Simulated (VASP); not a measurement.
# B3C: relaxation of cell and atoms with PBE

The system is B3C.

```
B C
1.0
     0.00000    2.72126    2.72126
     2.72126    0.00000    2.72126
     2.72126    2.72126    0.00000
B C
3 1
Direct
  0.25000 0.25000 0.25000
  0.75000 0.75000 0.75000
  0.50000 0.50000 0.50000
  0.00000 0.00000 0.00000
```

```json
{
 "Program": "VASP 6.6.1",
 "Task": "relaxation of cell and atoms",
 "Functional": "PBE",
 "Potentials or basis": "VASP PAW PBE potentials, release 64 (B, C)",
 "Cutoff": "600 eV",
 "k mesh": "6 × 6 × 6",
 "Occupations": "gaussian, width 0.2 eV",
 "Spin": "no spin polarisation",
 "Dipole correction": "no",
 "Further INCAR settings": "ALGO = Normal; EDIFF = 1e-07; IBRION = 2; EDIFFG = -0.08; NSW = 36; ISIF = 3"
}
```

| Item | Value |
| --- | --- |
| Relaxed volume | 6.45 Å³/atom |
| Relaxed cell | a = 3.318 Å, b = 3.318 Å, c = 3.318 Å, α = 60.00°, β = 60.00°, γ = 60.00° |
| Space group after relaxing (to 0.05 Å) | Fm-3m (No. 225) |
| Energy gained by relaxing | 599.1 meV/atom |
| Ionic steps | 4 |
| Pressure after relaxing | 0.6 GPa |

Step by step:
| step | energy change (eV) | largest force (eV/Å) | pressure (GPa) | volume (Å³) |
| --- | --- | --- | --- | --- |
| 1 | 0.0000 | 0.0000 | -35.05 | 40.30 |
| 2 | -2.2204 | 0.0000 | -17.69 | 28.77 |
| 3 | -2.3922 | 0.0000 | -3.28 | 26.30 |
| 4 | -2.3964 | 0.0000 | 0.63 | 25.82 |

Final structure:
```cif
data_structure
_symmetry_space_group_name_H-M 'P 1'
_symmetry_Int_Tables_number 1
_cell_length_a 3.3175
_cell_length_b 3.3175
_cell_length_c 3.3175
_cell_angle_alpha 60.000
_cell_angle_beta 60.000
_cell_angle_gamma 60.000
_cell_volume 25.82
loop_
_atom_site_label
_atom_site_type_symbol
_atom_site_fract_x
_atom_site_fract_y
_atom_site_fract_z
_atom_site_occupancy
B1 B 0.25000 0.25000 0.25000 1
B2 B 0.75000 0.75000 0.75000 1
B3 B 0.50000 0.50000 0.50000 1
C1 C 0.00000 0.00000 0.00000 1
```

Levels at points of the mesh, in eV from the Fermi level:
```
           k point  band 3  band 4  band 5  band 6  band 7  band 8  band 9  band 10
(0.00, 0.00, 0.00)   -3.16   -3.16   -2.12   -1.73   -1.73   -1.73    0.42     0.42
(0.50, 0.00, 0.00)   -4.69   -4.69   -3.44   -3.44   -2.74    0.21    5.70     6.55
(0.50, 0.50, 0.00)   -8.64   -8.64   -6.33   -3.99    4.38    4.38    5.76     6.62
```

It took 28 s on 1 thread of AMD EPYC 9R45 (Zen 5) (shared host), peak memory 0.13 GiB.

Caveat: the volume moved by over 15 % at a fixed basis, so the end points are rough.
